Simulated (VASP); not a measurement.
Wanted: the native input for a VASP 6.6.1 run.

| Property | Result |
| --- | --- |
| Task | single point |
| Functional | PBE |
| Potentials or basis | VASP PAW PBE potentials, release 64 (Ga_d, Si, P) |
| Cutoff | 520 eV |
| k mesh | 6 × 6 × 4 |
| Occupations | gaussian, width 0.1 eV |
| Spin | no spin polarisation |
| Dipole correction | no |
| Further INCAR settings | ALGO = Normal; EDIFF = 1e-07; NBANDS = 31 |

The structure of GaSiP lies in POSCAR:

```
GaSiP
1.0
    3.7294447896      0.0000000000      0.0000000000
    0.0000000000      3.7294447896      0.0000000000
    0.0000000000      0.0000000000      6.5633578071
Ga Si P
2 2 2
Direct
    0.5000000000      0.0000000000      0.2055000000
    0.0000000000      0.5000000000      0.7945000000
    0.5000000000      0.0000000000      0.6485000000
    0.0000000000      0.5000000000      0.3515000000
    0.0000000000      0.0000000000      0.0000000000
    0.5000000000      0.5000000000      0.0000000000
```

The input as run:

INCAR

```
SYSTEM = GaSiP
PREC = Accurate ; ENCUT = 520
EDIFF = 1E-7 ; ISMEAR = 0
SIGMA = 0.1 ; LREAL = .FALSE.
LASPH = .TRUE. ; NELM = 80
ALGO = Normal ; ISIF = 2
LWAVE = .FALSE. ; LCHARG = .TRUE.
GGA = PE ; LELF = .TRUE.
LVHAR = .TRUE. ; NBANDS = 31
```

KPOINTS

```
Automatic mesh
0
G
  6 6 4
  0 0 0
```

Potentials or basis: VASP PAW PBE potentials, release 64 (Ga_d, Si, P).

Run with:

```console
$ cat potpaw_PBE.64/Ga_d/POTCAR potpaw_PBE.64/Si/POTCAR potpaw_PBE.64/P/POTCAR > POTCAR
$ mpirun -np 1 vasp_std > vasp.out
```

It gave:

```
Pressure               : 22.3 GPa
Largest force          : 4.434 eV/Å
Band gap on the k mesh : zero (bands 22 and 23 overlap by 1.26 eV)
```

Caveat: the stress differs along the axes, from 18 to 25 GPa; forces of over 1 eV/Å act on the atoms, so gaps and moduli don't describe the material at rest.

Wall time 88 s on 1 thread of Oxide Virtual Turin-like Processor, with other jobs on the host, peak memory 0.2 GiB.
